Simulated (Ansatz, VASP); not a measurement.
## One calculation of HfO2, two programs

```
Hf O
1.0
     0.01598    2.55750    2.55750
     2.55750    0.01598    2.55750
     2.57348    2.57348    0.00000
Hf O
1 2
Direct
  0.00000 0.00000 0.00000
  0.25000 0.25000 0.25000
  0.75000 0.75000 0.75000
```

Change from the starting cell: strain +0.0125 x Voigt [0, 0, 0, 0, 0, 1], atoms carried along.

Alike in both runs: task single point; functional r2SCAN; k mesh 8 × 8 × 8; occupations gaussian, width 0.05 eV; no spin polarisation.

```csv
,VASP,Ansatz
version,VASP 6.6.1,Ansatz 0.2.0
potentials or method,"VASP PAW PBE potentials, release 64 (Hf_pv, O), cutoff 520 eV","scalar-relativistic, plane waves, PAW"
valence electrons in the cell,22,38
```

Ansatz gave:

```
gap on the k mesh at the Fermi level (eV)                     : 4.21
least direct gap on the mesh (eV)                             : 4.21
pressure (GPa)                                                : -8.4
traceless stress, the component that is largest in VASP (GPa) : -1.03
rms of the force components (eV/Å)                            : 0.034
```

Question: What did VASP give for the same quantities?

Answer: gap on the k mesh at the Fermi level (eV): 4.22; least direct gap on the mesh (eV): 4.22; pressure (GPa): -12.0; traceless stress, the component that is largest in VASP (GPa): -0.95; rms of the force components (eV/Å): 0.029.

VASP's potentials were made for PBE, not for r2SCAN. Atom by atom the forces differ by 0.005 eV/Å (rms over components). The functional is the same, so the differences come from potentials, cutoffs and numerics. VASP's potentials hold 22 valence electrons a cell and Ansatz's 38, so a difference there can come from the potentials and not from the codes.

Spin-orbit coupling is off throughout.
